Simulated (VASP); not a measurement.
Write the native input for VASP 6.6.1 that does the following.

```
Task                   : single point
Functional             : PBE
Potentials or basis    : VASP PAW PBE potentials, release 64 (Cd, Cl)
Cutoff                 : 520 eV
k mesh                 : 6 × 6 × 6
Occupations            : gaussian, width 0.1 eV
Spin                   : no spin polarisation
Dipole correction      : no
Further INCAR settings : ALGO = Normal; EDIFF = 1e-06; NBANDS = 16
```

The structure of CdCl lies in POSCAR:

```
CdCl
1.0
    0.0000000000      3.2822383499      3.2822383499
    3.2822383499      0.0000000000      3.2822383499
    3.2822383499      3.2822383499      0.0000000000
Cd Cl
1 1
Direct
    0.0000000000      0.0000000000      0.0000000000
    0.7500000000      0.7500000000      0.7500000000
```

One way to write it, as run:

INCAR

```
ALGO = Normal
EDIFF = 1E-6
ENCUT = 520
GGA = PE
ISIF = 2
ISMEAR = 0
LASPH = T
LCHARG = F
LREAL = F
LWAVE = F
NBANDS = 16
NELM = 100
PREC = Accurate
SIGMA = 0.1
```

KPOINTS

```
k-points
0
Gamma
  6 6 6
```

Potentials or basis: VASP PAW PBE potentials, release 64 (Cd, Cl).

Run with:

```sh
$ cat potpaw_PBE.64/Cd/POTCAR potpaw_PBE.64/Cl/POTCAR > POTCAR
$ mpirun -np 1 vasp_std > vasp.out
```

Results of the run:

The pressure is 0.1 GPa. The band gap on the k mesh is zero (an odd number of electrons rules out a gap without spin polarisation).

Caveat: an odd number of electrons without spin polarisation forces a metal; a magnetic or distorted state may lie lower.

Wall time 21 s on 1 thread of Intel Xeon 8259CL (shared host), peak memory 0.21 GiB.
